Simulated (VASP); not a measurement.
**HgTe: single point with r2SCAN**

Crystal: HgTe.

```
Hg Te
1.0
     0.00000    3.22350    3.32021
     3.22350    0.00000    3.32021
     3.22350    3.22350    0.00000
Hg Te
1 1
Direct
  0.00000 0.00000 0.00000
  0.75000 0.75000 0.75000
```

This cell differs from its parent crystal: strain +0.000 along x and y, +0.030 along z.

```
Program             : VASP 6.6.1
Task                : single point
Functional          : r2SCAN
Potentials or basis : VASP PAW PBE potentials, release 64 (Hg, Te)
Cutoff              : 520 eV
k mesh              : 14 × 14 × 14
Occupations         : gaussian, width 0.15 eV
Spin                : no spin polarisation
```

The pressure is 1.3 GPa and the band gap on the k mesh is zero (filled and empty bands touch).

Stress tensor (GPa, compression positive):
```
1.43 0.00 0.00
0.00 1.43 0.00
0.00 0.00 0.97
```

Levels at points of the mesh, in eV from the Fermi level:
```
           k point  band 7  band 8  band 9  band 10  band 11  band 12
(0.00, 0.00, 0.00)   -0.63   -0.23   -0.12    -0.12     4.46     4.46
(0.50, 0.00, 0.00)   -5.65   -1.20   -1.06     0.79     5.17     5.33
(0.50, 0.50, 0.00)   -5.71   -2.33   -2.33     2.09     2.73     8.34
(0.50, 0.00, 0.50)   -5.57   -2.49   -2.41     1.87     2.59     8.53
```

Run time: 12 min on 1 thread of Intel(R) Xeon(R) Platinum 8375C CPU @ 2.90GHz (Ice Lake) (shared host), peak memory 0.42 GiB.

Caveat: the cell differs from its parent crystal (strain +0.000 along x and y, +0.030 along z); semilocal functionals underestimate gaps, and a narrow one can read as zero; the PAW data sets were made with another functional, which shifts forces and pressure a little; spin-orbit coupling is left out, which moves the levels of the heavy elements.
